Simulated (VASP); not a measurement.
# BN in VASP: notebook

Runs on BN. Level: PBE+D3(BJ). Tasks: single point, relaxation of the atoms.

Program: VASP 6.6.1. These are calculated values, not measurements. Logs are shortened: lines on timing, memory, paths and dates and some standing lists are left out, and cuts for length are marked.

**1. The cell of the first run**

The cell holds a slab with vacuum, 2 atoms: a = 2.509 Å, b = 2.509 Å, c = 17.000 Å, α = 90.00°, β = 90.00°, γ = 120.00°.

**2. Single point, PBE+D3(BJ)**

File INCAR:

```
PREC = Accurate
ENCUT = 520
EDIFF = 1E-6
ISMEAR = 0
SIGMA = 0.05
LREAL = F
LASPH = T
NELM = 100
ALGO = Normal
ISIF = 2
LWAVE = F
LCHARG = F
LDIPOL = T
IDIPOL = 3
DIPOL = 0.5 0.5 0.500
GGA = PE
IVDW = 12
NBANDS = 11
```

File KPOINTS:

```
Automatic mesh
0
Gamma
  12 12 1
```

File POSCAR:

```
BN
1.0
    2.5092919669      0.0000000029      0.0000000000
   -1.2546459859      2.1731105874      0.0000000000
    0.0000000000      0.0000000000     17.0000000006
B N
1 1
Direct
    0.0000000000      0.0000000000      0.5000000000
    0.6666666667      0.3333333333      0.5000000000
```

Potentials or basis: VASP PAW PBE potentials, release 64 (B, N).

Launch:

```
$ cat potpaw_PBE.64/B/POTCAR potpaw_PBE.64/N/POTCAR > POTCAR
$ mpirun -np 1 vasp_std > vasp.out
```

OUTCAR:

```text
PREC = Accurate
   ENCUT = 520
   EDIFF = 1E-6
   ISMEAR = 0
   LREAL = F
   LASPH = T
   NELM = 100
   ISIF = 2
   GGA = PE
   IVDW = 12
 IVDW          = 12

 ion  position               nearest neighbor table
   1  0.000  0.000  0.500-   2 1.45   2 1.45   2 1.45
   2  0.667  0.333  0.500-   1 1.45   1 1.45   1 1.45

  LATTYP: Found a hexagonal cell.
 ALAT       =     2.5092919669
 C/A-ratio  =     6.7748194410

  Lattice vectors:

 A1 = (   2.5092919669,   0.0000000029,   0.0000000000)
 A2 = (  -1.2546459859,   2.1731105874,   0.0000000000)
 A3 = (   0.0000000000,   0.0000000000,  17.0000000006)

Analysis of symmetry for initial positions (statically):
=====================================================================
 Subroutine PRICEL returns:
 Original cell was already a primitive cell.

 Routine SETGRP: Setting up the symmetry group for a
 hexagonal supercell.

 Subroutine GETGRP returns: Found 12 space group operations
 (whereof 12 operations were pure point group operations)
 out of a pool of 24 trial point group operations.

The static configuration has the point symmetry D_3h.

Analysis of symmetry for dynamics (positions and initial velocities):
=====================================================================
 Subroutine PRICEL returns:
 Original cell was already a primitive cell.

 Routine SETGRP: Setting up the symmetry group for a
 hexagonal supercell.

 Subroutine GETGRP returns: Found 12 space group operations
 (whereof 12 operations were pure point group operations)
 out of a pool of 24 trial point group operations.

The dynamic configuration has the point symmetry D_3h.

 Subroutine INISYM returns: Found 12 space group operations
 (whereof 12 operations are pure point group operations),
 and found     1 'primitive' translations

----------------------------------------------------------------------------------------

                                     Primitive cell

  volume of cell :      92.7005

  direct lattice vectors                    reciprocal lattice vectors
     2.509291967  0.000000003  0.000000000     0.398518790  0.230084931  0.000000000
    -1.254645986  2.173110587  0.000000000    -0.000000001  0.460169862  0.000000000
     0.000000000  0.000000000 17.000000001     0.000000000  0.000000000  0.058823529

  length of vectors
     2.509291967  2.509291967 17.000000001     0.460169862  0.460169862  0.058823529

  position of ions in fractional coordinates (direct lattice)
     0.000000000  0.000000000  0.500000000
     0.666666667  0.333333333  0.500000000

  ion indices of the primitive-cell ions
   primitive index   ion index
                 1           1
                 2           2

----------------------------------------------------------------------------------------

 KPOINTS: Automatic mesh

Automatic generation of k-mesh.
 Grid dimensions read from file:
 generate k-points for:   12   12    1

 Generating k-lattice:

  Cartesian coordinates                     Fractional coordinates (reciprocal lattice)
     0.033209899  0.019173744  0.000000000     0.083333333  0.000000000  0.000000000
    -0.000000000  0.038347489  0.000000000     0.000000000  0.083333333  0.000000000
     0.000000000  0.000000000  0.058823529     0.000000000  0.000000000  1.000000000

  Length of vectors
     0.038347489  0.038347489  0.058823529

  Shift w.r.t. Gamma in fractional coordinates (k-lattice)
     0.000000000  0.000000000  0.000000000

 Subroutine IBZKPT returns following result:
 ===========================================

 Found     19 irreducible k-points:

 Following reciprocal coordinates:
            Coordinates               Weight
  0.000000  0.000000  0.000000      1.000000
  0.083333  0.000000  0.000000      6.000000
  0.166667  0.000000  0.000000      6.000000
  0.250000  0.000000  0.000000      6.000000
  0.333333  0.000000  0.000000      6.000000
  0.416667  0.000000  0.000000      6.000000
[... 11 lines left out ...]
  0.333333  0.250000  0.000000     12.000000
  0.333333  0.333333  0.000000      2.000000
   k-points           NKPTS =     19   k-points in BZ     NKDIM =     19   number of bands    NBANDS=     11
   number of dos      NEDOS =    301   number of ions     NIONS =      2
   total plane-waves  NPLWV =  50400
   dimension x,y,z NGX =    20 NGY =   20 NGZ =  126
   dimension x,y,z NGXF=    40 NGYF=   40 NGZF=  252
   ions per type =               1   1
   NGX,Y,Z   is equivalent  to a cutoff of  13.25, 13.25, 12.32 a.u.
   NGXF,Y,Z  is equivalent  to a cutoff of  26.50, 26.50, 24.64 a.u.
 SYSTEM =  unknown system
   PREC   = accura    normal or accurate (medium, high low for compatibility)
   ISTART =      0    job   : 0-new  1-cont  2-samecut
   ICHARG =      2    charge: 1-file 2-atom 10-const
   ISPIN  =      1    spin polarized calculation?
   LNONCOLLINEAR =      F non collinear calculations
   LSORBIT =      F    spin-orbit coupling
   LASPH  =      T    aspherical Exc in radial PAW
   ENCUT  =  520.0 eV  38.22 Ry    6.18 a.u.   4.67  4.67 31.61*2*pi/ulx,y,z
   NELM   =    100;   NELMIN=  2; NELMDL= -5     # of ELM steps
   EDIFF  = 0.1E-05   stopping-criterion for ELM
   LREAL  =      F    real-space projection
   EDIFFG = 0.1E-04   stopping-criterion for IOM
   NSW    =      0    number of steps for IOM
   IBRION =     -1    ionic relax: 0-MD 1-quasi-New 2-CG
   NFREE  =      0    steps in history (QN), initial steepest desc. (CG)
   ISIF   =      2    stress and relaxation
   ISYM   =      2    0-nonsym 1-usesym 2-fastsym
   POTIM  = 0.5000    time-step for ionic-motion
   TEBEG  =    0.0;   TEEND  =   0.0 temperature during run
   PSTRESS=    0.0 pullay stress
   NELECT =       8.0000    total number of electrons
   NUPDOWN=      -1.0000    fix difference up-down
   EMIN   =  10.00;   EMAX   =-10.00  energy-range for DOS
   EFERMI =   0.00;   METHOD = LEGACY
   ISMEAR =     0;   SIGMA  =   0.05  broadening in eV -4-tet -1-fermi 0-gaus
   EFERMI_NEDOS =   21; number of points for ismear=-14 and -15
   IALGO  =     38    algorithm
   IMIX   =      4    mixing-type and parameters
     AMIX     =   0.40;   BMIX     =  1.00
     AMIX_MAG =   1.60;   BMIX_MAG =  1.00
  volume/ion in A,a.u.               =      46.35       312.79
  Fermi-wavevector in a.u.,A,eV,Ry     =   0.723454  1.367130  7.121092  0.523386
  Thomas-Fermi vector in A             =   1.813674
   LORBIT       =      0    0 simple, 1 ext, 2 COOP (PROOUT), +10 PAW based schemes
   GGA     = PE    functional components
   LHFCALC =     F    Hartree Fock is set to
   AEXX    =    0.0000 exact exchange contribution
   IVDW    =    12    specifies the selected vdW correction
   LEPSILON=     F    determine dielectric tensor
   LRPA    =     F    only Hartree local field effects (RPA)
 non-spin polarized calculation
 Gauss-broadening in eV      SIGMA  =   0.05
  energy-cutoff  :      520.00
  volume of cell :       92.70
 maximum number of plane-waves:      2523
 NGX is ok and might be reduce to    20
   NGX =  9   NGY =  9   NGZ = 63

 dipolmoment           0.000000      0.000000      0.000000 electrons x Angstroem

 number of electron       8.0000000 magnetization

 dipolmoment           0.000000      0.000000     -0.000000 electrons x Angstroem

 Free energy of the ion-electron system (eV)
  ---------------------------------------------------
  ext. energy  EPLUGINS =         0.00000000
  ---------------------------------------------------
  free energy    TOTEN  =       -17.60038546 eV

  energy without entropy =      -17.60038546  energy(sigma->0) =      -17.60038546

 E-fermi :  -3.9583     XC(G=0):  -2.4819

 val. band max:       -4.2342262621   @ k =   0.3333   0.3333   0.0000
 cond. band min:       0.4368237587   @ k =   0.3333   0.3333   0.0000
 fundamental gap:      4.6710500208
 Fermi energy:        -3.9583495532

 k-point     1 :       0.0000    0.0000    0.0000
  band No.  band energies     occupation
      1     -21.8682      2.00000
      2      -9.4513      2.00000
      3      -5.5827      2.00000
      4      -5.5827      2.00000
      5       0.4498      0.00000
      6       1.4005      0.00000
      7       1.8163      0.00000
      8       3.2100      0.00000
      9       3.6741      0.00000
     10       5.9755      0.00000
     11       6.5943      0.00000

 k-point     2 :       0.0833    0.0000    0.0000
  band No.  band energies     occupation
      1     -21.7352      2.00000
      2      -9.2727      2.00000
      3      -6.1406      2.00000
      4      -5.8394      2.00000
      5       0.6791      0.00000
      6       1.6105      0.00000
      7       2.0387      0.00000
      8       3.4144      0.00000
      9       3.9003      0.00000
     10       6.1112      0.00000
     11       6.7782      0.00000

 k-point     3 :       0.1667    0.0000    0.0000
  band No.  band energies     occupation
      1     -21.3436      2.00000
      2      -8.7451      2.00000
      3      -7.5469      2.00000
      4      -6.4645      2.00000
      5       1.3402      0.00000
      6       2.2285      0.00000
      7       2.7012      0.00000
      8       4.0009      0.00000
      9       4.5501      0.00000
     10       6.2604      0.00000
     11       6.8182      0.00000
[... 197 lines left out ...]
 k-point    18 :       0.3333    0.2500    0.0000
  band No.  band energies     occupation
      1     -18.4165      2.00000
      2     -12.3298      2.00000
      3     -10.7087      2.00000
      4      -4.5542      2.00000
      5       0.6609      0.00000
      6       8.0284      0.00000
      7       8.3094      0.00000
      8       9.5351      0.00000
      9      10.0023      0.00000
     10      10.0598      0.00000
     11      10.9061      0.00000

 k-point    19 :       0.3333    0.3333    0.0000
  band No.  band energies     occupation
      1     -18.2244      2.00000
      2     -12.1111      2.00000
      3     -11.3934      2.00000
      4      -4.2342      2.00000
      5       0.4368      0.00000
      6       8.1195      0.00000
      7       9.0716      0.00000
      8      10.3587      0.00000
      9      10.8896      0.00000
     10      11.6989      0.00000
     11      12.1728      0.00000

------------------------ aborting loop because EDIFF is reached ----------------------------------------

 vacuum level on the upper side and lower side of the slab       (xc-potential included)        -0.204        -0.204

 Edisp (eV)   -0.15425

 E8    (eV) :    -0.0494

  FORCE on cell =-STRESS in cart. coord.  units (eV):
  Direction    XX          YY          ZZ          XY          YZ          ZX
  --------------------------------------------------------------------------------------
  -------------------------------------------------------------------------------------
  Total      -0.00446    -0.00446    -0.01868    -0.00000    -0.00000     0.00000
  in kB      -0.07716    -0.07716    -0.32280    -0.00000    -0.00000     0.00000
  external pressure =       -0.16 kB  Pullay stress =        0.00 kB

 VOLUME and BASIS-vectors are now :
 -----------------------------------------------------------------------------
  energy-cutoff  :      520.00
  volume of cell :       92.70
      direct lattice vectors                 reciprocal lattice vectors
     2.509291967  0.000000003  0.000000000     0.398518790  0.230084931  0.000000000
    -1.254645986  2.173110587  0.000000000    -0.000000001  0.460169862  0.000000000
     0.000000000  0.000000000 17.000000001     0.000000000  0.000000000  0.058823529

 POSITION                                       TOTAL-FORCE (eV/Angst)
 -----------------------------------------------------------------------------------
      0.00000      0.00000      8.50000         0.000000     -0.000000      0.000000
      1.25465      0.72437      8.50000        -0.000000      0.000000      0.000000
 -----------------------------------------------------------------------------------
    total drift:                               -0.000001      0.000001      0.000000

  FREE ENERGIE OF THE ION-ELECTRON SYSTEM (eV)
  ---------------------------------------------------
  free  energy   TOTEN  =       -17.7546329578 eV

  energy  without entropy=      -17.7546329578  energy(sigma->0) =      -17.75463296

 vacuum level on the upper side and lower side of the slab         1.478         1.478
```

It took 37 s on 1 thread of Intel Xeon 8259CL, shared host; peak memory 0.22 GiB.

Results:

- Free energy: -17.7546 eV
- Band gap on the k mesh: 4.67 eV
- Dispersion energy per atom: -0.077 eV

**3. Single point, PBE+D3(BJ)**

File INCAR:

```
SYSTEM = BN
ALGO = Normal ; DIPOL = 0.5 0.5 0.500
EDIFF = 1E-6 ; ENCUT = 520
GGA = PE ; IDIPOL = 3
ISIF = 2 ; ISMEAR = 0
IVDW = 12 ; LASPH = .TRUE.
LCHARG = .TRUE. ; LDIPOL = .TRUE.
LELF = .TRUE. ; LREAL = .FALSE.
LVACPOTAV = .TRUE. ; LVHAR = .TRUE.
LWAVE = .FALSE. ; NBANDS = 11
NELM = 100 ; PREC = Accurate
SIGMA = 0.05
```

File KPOINTS:

```
k-points
0
G
  15 15 1
  0 0 0
```

POSCAR: that of step 2 with these lines changed.

```diff
@@ -4,3 +4,3 @@
    -1.2546459859      2.1731105874      0.0000000000
-    0.0000000000      0.0000000000     17.0000000006
+    0.0000000000      0.0000000000     17.0000000000
 B N
```

Potentials or basis: VASP PAW PBE potentials, release 64 (B, N).

Launch:

```
$ cat potpaw_PBE.64/B/POTCAR potpaw_PBE.64/N/POTCAR > POTCAR
$ mpirun -np 1 vasp_std > vasp.out
```

Run time: 49 s. Hardware: 1 thread of Intel Xeon 8259CL, shared host; peak memory 0.22 GiB.

The run converged. Its results:

| Property | Result |
| --- | --- |
| Free energy | -17.7546 eV |
| Band gap on the k mesh | 4.67 eV |
| Dispersion energy per atom | -0.077 eV |

Levels at points of the mesh, in eV from the valence-band top:
```tsv
k point	band 2	band 3	band 4	band 5	band 6	band 7
(0.00, 0.00, 0.00)	-5.22	-1.35	-1.35	4.68	5.63	6.05
```

**4. Single point, PBE+D3(BJ)**

File INCAR:

```
SYSTEM = BN
PREC     = Accurate       ! precision mode
ENCUT    = 520            ! plane-wave cutoff, eV
EDIFF    = 1E-6           ! SCF threshold, eV
ISMEAR   = 0              ! smearing method
SIGMA    = 0.05           ! smearing width, eV
LREAL    = .FALSE.        ! projectors in reciprocal space
LASPH    = .TRUE.         ! aspherical terms in the spheres
NELM     = 100            ! most SCF steps
ALGO     = Normal         ! electronic algorithm
ISIF     = 2              ! what is computed and relaxed
LWAVE    = .FALSE.        ! write WAVECAR
LCHARG   = .FALSE.        ! write CHGCAR
LDIPOL   = .TRUE.       
IDIPOL   = 3            
DIPOL    = 0.5 0.5 0.500
GGA      = PE             ! functional
IVDW     = 12             ! dispersion correction
NBANDS   = 11             ! bands
```

File KPOINTS:

```
Automatic mesh
0
G
  15 15 1
  0 0 0
```

File POSCAR:

```
BN
1.0
    2.5099983700      0.0000000000      0.0000000000
   -1.2549991900      2.1737223500      0.0000000000
    0.0000000000      0.0000000000     17.0000000000
B N
1 1
Direct
    0.0000000000      0.0000000000      0.5000000000
    0.6666666700      0.3333333300      0.5000000000
```

Launch:

```
$ cat potpaw_PBE.64/B/POTCAR potpaw_PBE.64/N/POTCAR > POTCAR
$ mpirun -np 1 vasp_std > vasp.out
```

Run time: 47 s. Hardware: 1 thread of Intel Xeon 8259CL, shared host; peak memory 0.22 GiB.

The run converged. Its results:

```yaml
Free_energy: -17.7546 eV
Band_gap_on_the_k_mesh: 4.67 eV
Dispersion_energy_per_atom: -0.077 eV
```

Levels at points of the mesh, in eV from the valence-band top:
| k point | band 1 | band 2 | band 3 | band 4 | band 5 | band 6 | band 7 | band 8 | band 9 |
| --- | --- | --- | --- | --- | --- | --- | --- | --- | --- |
| (0.00, 0.00, 0.00) | -17.63 | -5.21 | -1.35 | -1.35 | 4.68 | 5.64 | 6.05 | 7.45 | 7.91 |

**5. Relaxation of the atoms, PBE+D3(BJ)**

File INCAR:

```
PREC = Accurate ; ENCUT = 520
EDIFF = 1E-7 ; ISMEAR = 0
SIGMA = 0.05 ; LREAL = False
LASPH = True ; NELM = 100
ALGO = Normal ; ISIF = 2
LWAVE = False ; LCHARG = False
LDIPOL = True ; IDIPOL = 3
DIPOL = 0.5 0.5 0.500 ; GGA = PE
IVDW = 12 ; IBRION = 2
NSW = 60 ; EDIFFG = -0.04
```

File KPOINTS:

```
regular mesh
0
Gamma
  12 12 1
```

File POSCAR:

```
BN
1.0
    2.5092919669      0.0000000029      0.0000000000
   -1.2546459859      2.1731105874      0.0000000000
    0.0000000000      0.0000000000     17.0000000006
B N
1 1
Direct
    0.0000000000      0.0000000000      0.5000000000
    0.6666666667      0.3333333333      0.5000000000
```

Launch:

```
$ cat potpaw_PBE.64/B/POTCAR potpaw_PBE.64/N/POTCAR > POTCAR
$ mpirun -np 1 vasp_std > vasp.out
```

Run time: 40 s. Hardware: 1 thread of Intel Xeon 8259CL, shared host; peak memory 0.21 GiB.

The run converged. Its results:

* Free energy: -17.7546 eV
* Band gap on the k mesh: 4.67 eV
* Dispersion energy per atom: -0.077 eV

Final structure:
```
B N
1.0
     2.50929    0.00000    0.00000
    -1.25465    2.17311    0.00000
     0.00000    0.00000   17.00000
B N
1 1
Direct
  0.00000 0.00000 0.50000
  0.66667 0.33333 0.50000
```

Levels at points of the mesh, in eV from the valence-band top:
| k point | band 1 | band 2 | band 3 | band 4 | band 5 | band 6 | band 7 | band 8 |
| --- | --- | --- | --- | --- | --- | --- | --- | --- |
| (0.00, 0.00, 0.00) | -17.63 | -5.22 | -1.35 | -1.35 | 4.69 | 5.64 | 6.09 | 7.44 |
| (0.50, 0.00, 0.00) | -14.57 | -8.87 | -4.13 | -0.90 | 4.79 | 9.69 | 12.45 | 12.89 |

**6. Single point, PBE+D3(BJ)**

File INCAR:

```
ALGO = Normal ; DIPOL = 0.5 0.5 0.500
EDIFF = 1E-7 ; ENCUT = 520
GGA = PE ; IDIPOL = 3
ISIF = 2 ; ISMEAR = 0
IVDW = 12 ; LASPH = True
LCHARG = True ; LDIPOL = True
LELF = True ; LREAL = False
LVACPOTAV = True ; LVHAR = True
LWAVE = False ; NBANDS = 11
NELM = 80 ; PREC = Accurate
SIGMA = 0.05
```

File KPOINTS:

```
k-points
0
Gamma
  48 48 1
```

POSCAR is that of step 5.

Potentials or basis: VASP PAW PBE potentials, release 64 (B, N).

Launch:

```
$ cat potpaw_PBE.64/B/POTCAR potpaw_PBE.64/N/POTCAR > POTCAR
$ mpirun -np 1 vasp_std > vasp.out
```

It took 9.1 min on 1 thread of Intel Xeon 8259CL, shared host; peak memory 0.37 GiB.

Results (log left out):

* Free energy: -17.7546 eV
* Band gap on the k mesh: 4.67 eV
* Dispersion energy per atom: -0.077 eV

Levels at points of the mesh, in eV from the valence-band top:
```csv
k point,band 1,band 2,band 3,band 4,band 5,band 6,band 7,band 8,band 9
"(0.00, 0.00, 0.00)",-17.63,-5.22,-1.35,-1.35,4.69,5.64,6.09,7.44,7.94
"(0.50, 0.00, 0.00)",-14.57,-8.87,-4.13,-0.90,4.79,9.69,12.45,12.89,13.14
```

**7. The runs side by side**

| task | cell | k mesh | gap on the mesh (eV) |
| --- | --- | --- | --- |
| single point | a = 2.509, b = 2.509, c = 17.000 Å, angles 90.0, 90.0, 120.0°, 2 atoms | 12 × 12 × 1 | 4.67 |
| single point | a = 2.509, b = 2.509, c = 17.000 Å, angles 90.0, 90.0, 120.0°, 2 atoms | 15 × 15 × 1 | 4.67 |
| single point | a = 2.510, b = 2.510, c = 17.000 Å, angles 90.0, 90.0, 120.0°, 2 atoms | 15 × 15 × 1 | 4.67 |
| relaxation of the atoms | atoms relaxed from a = 2.509, b = 2.509, c = 17.000 Å, angles 90.0, 90.0, 120.0°, 2 atoms | 12 × 12 × 1 | 4.67 |
| single point | a = 2.509, b = 2.509, c = 17.000 Å, angles 90.0, 90.0, 120.0°, 2 atoms | 48 × 48 × 1 | 4.67 |

Alike in all rows: level PBE+D3(BJ); potentials or basis VASP PAW PBE potentials, release 64 (B, N); no spin polarisation; cutoff (eV) 520; smearing gaussian 0.05 eV.

Absolute energies hang on the potentials; compare differences alone.
